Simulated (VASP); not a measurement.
Input of a VASP 6.6.1 run:

Contents of INCAR:

```
SYSTEM = BN
  ALGO = Normal
  EDIFF = 1E-7
  ENCUT = 520
  GGA = PE
  ISIF = 2
  ISMEAR = 0
  LASPH = .TRUE.
  LCHARG = .FALSE.
  LREAL = .FALSE.
  LWAVE = .FALSE.
  NBANDS = 36
  NELM = 100
  PREC = Accurate
  SIGMA = 0.05
```

KPOINTS

```
k-points
0
G
  10 10 2
  0 0 0
```

POSCAR

```
BN
1.0
   -2.5545800960      0.0000000000      0.0000000000
   -1.2772900480     -2.2123312592      0.0000000000
    0.0000000000      0.0000000000     13.6735436055
B N
6 6
Direct
    0.6666666667      0.6666666667      0.2123622729
    0.6666666667      0.6666666667      0.5213176291
    0.6666666667      0.6666666667      0.8302729853
    0.3333333333      0.3333333333      0.0578845948
    0.3333333333      0.3333333333      0.3668399510
    0.3333333333      0.3333333333      0.6757953072
    0.6666666667      0.6666666667      0.0966239788
    0.6666666667      0.6666666667      0.4055793350
    0.6666666667      0.6666666667      0.7145346912
    0.3333333333      0.3333333333      0.8690123693
    0.3333333333      0.3333333333      0.2511016569
    0.3333333333      0.3333333333      0.5600570131
```

Potentials or basis: VASP PAW PBE potentials, release 64 (B, N).

Run with:

```console
$ cat potpaw_PBE.64/B/POTCAR potpaw_PBE.64/N/POTCAR > POTCAR
$ mpirun -np 1 vasp_std > vasp.out
```

Question: Estimate the pressure.

Answer: -5.9 GPa.

Question: What does it give for the band gap on the k mesh?

Answer: 1.30 eV, indirect (least direct gap 1.70 eV).

Question: Estimate the largest force.

Answer: 3.098 eV/Å.

Forces on the atoms (eV/Å):
```
B    0.000  0.000  0.777
B    0.000  0.000  0.611
B    0.000  0.000  3.098
B    0.000  0.000 -0.398
B    0.000  0.000  0.611
B    0.000  0.000  0.731
N    0.000  0.000 -2.615
N    0.000  0.000 -0.604
N    0.000  0.000 -0.873
N    0.000  0.000 -0.097
N    0.000  0.000 -0.625
N    0.000  0.000 -0.615
```

Caveat: forces of over 1 eV/Å act on the atoms, so gaps and moduli don't describe the material at rest. A k mesh can miss the band edges.
